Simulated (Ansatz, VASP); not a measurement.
**In3Sb2As: VASP beside Ansatz**

```
CELL_PARAMETERS angstrom
4.57517 0.00000 0.00000
-2.28759 3.96221 0.00000
0.00000 0.00000 22.61672
ATOMIC_POSITIONS crystal
In 0.66667 0.33333 0.17323
In 0.66667 0.33333 0.50059
In 0.66667 0.33333 0.82737
In 0.33333 0.66667 0.00059
In 0.33333 0.66667 0.32737
In 0.33333 0.66667 0.67323
Sb 0.66667 0.33333 0.62723
Sb 0.66667 0.33333 0.95496
Sb 0.33333 0.66667 0.12723
Sb 0.33333 0.66667 0.45496
As 0.66667 0.33333 0.29211
As 0.33333 0.66667 0.79211
```

Alike in both runs: functional PBE; k mesh 6 × 6 × 1; occupations gaussian, width 0.1 eV; no spin polarisation.

Ansatz relaxed the structure, and its values are those at the end. VASP's run is a single point on that final structure, the one shown.

```csv
,VASP,Ansatz
version,VASP 6.6.1,Ansatz 0.2.0
potentials or method,"VASP PAW PBE potentials, release 64 (In_d, Sb, As), cutoff 520 eV","scalar-relativistic, plane waves, PAW"
valence electrons in the cell,108,168
```

```csv
,VASP,Ansatz,Ansatz less VASP
gap on the k mesh at the Fermi level (eV),0.07,0.07,-0.005
least direct gap on the mesh (eV),0.07,0.07,-0.005
pressure (GPa),0.0,0.0,+0.01
rms of the force components (eV/Å),0.011,0.011,-0.0003
```

With one functional, cell and mesh, what is left measures potentials, basis and numerics. VASP's potentials hold 108 valence electrons a cell and Ansatz's 168, so a difference there can come from the potentials and not from the codes.

Neither program's run includes spin-orbit coupling.
